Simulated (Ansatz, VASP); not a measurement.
## BaTiO3 in VASP and in Ansatz

INCAR

```
SYSTEM = BaTiO3
PREC     = Accurate       ! precision mode
ENCUT    = 600            ! plane-wave cutoff, eV
EDIFF    = 1E-6           ! SCF threshold, eV
ISMEAR   = 0              ! smearing method
SIGMA    = 0.01           ! smearing width, eV
LREAL    = .FALSE.        ! projectors in reciprocal space
LASPH    = .TRUE.         ! aspherical terms in the spheres
NELM     = 60             ! most SCF steps
ALGO     = Normal         ! electronic algorithm
ISIF     = 3              ! what is computed and relaxed
LWAVE    = .FALSE.        ! write WAVECAR
LCHARG   = .FALSE.        ! write CHGCAR
GGA      = PS             ! functional
IBRION   = 2              ! ionic algorithm
NSW      = 80             ! ionic steps
EDIFFG   = -0.01          ! ionic threshold
```

KPOINTS

```
regular mesh
0
G
  6 6 6
  0 0 0
```

File POSCAR:

```
BaTiO3
1.0
    4.0060000000      0.0000000000      0.0000000000
    0.0000000000      4.0060000000      0.0000000000
    0.0000000000      0.0000000000      4.0060000000
Ba Ti O
1 1 3
Direct
    0.5000000000      0.5000000000      0.5000000000
    0.0000000000      0.0000000000      0.0000000000
    0.5000000000      0.0000000000      0.0000000000
    0.0000000000      0.0000000000      0.5000000000
    0.0000000000      0.5000000000      0.0000000000
```

Input for Ansatz:

```yaml
crystal:
  lattice:
    bravais: cubic
    a: 4.006
  space_group: 221
  atoms:
    - { symbol: Ba, position: [0.5, 0.5, 0.5] }
    - { symbol: Ti, position: [0.0, 0.0, 0.0] }
    - { symbol: O, position: [0.5, 0.0, 0.0] }
basis:
  ecutwfc: 470.0
kpoints:
  mp_grid:
    grid: [6, 6, 6]
    shift: [0.0, 0.0, 0.0]
hamiltonian:
  xc: pbesol
  dispersion: none
scf:
  occupations:
    method: fixed
relax:
  cell: {}
```

Alike in both runs: task relaxation of cell and atoms; functional PBEsol; k mesh 6 × 6 × 6; no spin polarisation.

|  | VASP | Ansatz |
| --- | --- | --- |
| version | VASP 6.6.1 | Ansatz 0.2.0 |
| potentials or method | VASP PAW PBE potentials, release 64 (Ba_sv, Ti_sv, O), cutoff 600 eV | plane waves, PAW |
| occupations | gaussian, width 0.01 eV | fixed |
| valence electrons in the cell | 40 | 40 |

|  | VASP | Ansatz | Ansatz less VASP |
| --- | --- | --- | --- |
| relaxed volume (Å³/atom) | 12.64 | 12.52 | -0.122 |
| relaxed cell length with the largest relative difference (Å) | 3.983 | 3.970 | -0.0129 |

VASP's potentials were made for PBE, not for PBEsol.

Spin-orbit coupling is off throughout.
